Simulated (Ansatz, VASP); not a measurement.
# GaN in VASP and in Ansatz

```
Ga N
1.0
     0.00000    1.82510    1.82510
     1.82510    0.00000    1.82510
     1.82510    1.82510    0.00000
Ga N
1 1
Direct
  0.00000 0.00000 0.00000
  0.25000 0.25000 0.25000
```

Change from the starting cell: volume scaled by 0.55, PAW files, source ansatz.

Alike in both runs: task single point; functional LDA; k mesh 17 × 17 × 17; occupations fermi-dirac, width 0.05 eV; no spin polarisation.

```csv
,VASP,Ansatz
version,VASP 6.6.1,Ansatz 0.2.0
potentials or method,"VASP PAW LDA potentials, release 64 (Ga_d, N)","PAW with other files of Ansatz's library (source ansatz), scalar-relativistic"
plane-wave cutoff (eV),520,1020
valence electrons in the cell,18,26
```

VASP gave:

```
gap on the k mesh at the Fermi level (eV) : 3.37
pressure (GPa)                            : 434.5
```

Q: Estimate Ansatz's values.

A: gap on the k mesh at the Fermi level (eV): 3.39; pressure (GPa): 428.6.

LDA's correlation is that of Perdew and Zunger in VASP and of Perdew and Wang (1992) in Ansatz. Both programs put the cell under a high pressure, so it lies far from rest at this level. VASP's potentials hold 18 valence electrons a cell and Ansatz's 26, so a difference there can come from the potentials and not from the codes.

Noted on VASP's run: the cell as given lies far from equilibrium.
